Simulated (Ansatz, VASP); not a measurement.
**B in VASP and in Ansatz**

```xyz
2
Lattice="2.2130 0.0000 0.0000 -1.1065 1.9165 0.0000 0.0000 0.0000 3.5918" Properties=species:S:1:pos:R:3 pbc="T T T"
B     0.0000    1.2777    0.8980
B     1.1065    0.6388    2.6939
```

Alike in both runs: task relaxation of cell and atoms; functional PBE; k mesh 9 × 9 × 6; occupations gaussian, width 0.1 eV; no spin polarisation.

|  | VASP | Ansatz |
| --- | --- | --- |
| version | VASP 6.6.1 | Ansatz 0.2.0 |
| potentials or method | VASP PAW PBE potentials, release 64 (B_h), cutoff 1230 eV | scalar-relativistic, plane waves, PAW |
| valence electrons in the cell | 6 | 6 |

Ansatz gave:

```
gap on the k mesh at the Fermi level, each at its own relaxed structure (eV)  : none
relaxed volume (Å³/atom)                                                      : 11.23
relaxed length of the cell vector where the two differ most in proportion (Å) : 8.915
```

Question: Estimate VASP's values.

Answer: gap on the k mesh at the Fermi level, each at its own relaxed structure (eV): none; relaxed volume (Å³/atom): 8.46; relaxed length of the cell vector where the two differ most in proportion (Å): 6.710.

A gap of «none» marks a metal or a gap that the smearing closes. One of these differences is far larger than is usual between the two programs; its cause wasn't traced.

The k mesh is coarse, so the values compare programs but aren't converged.
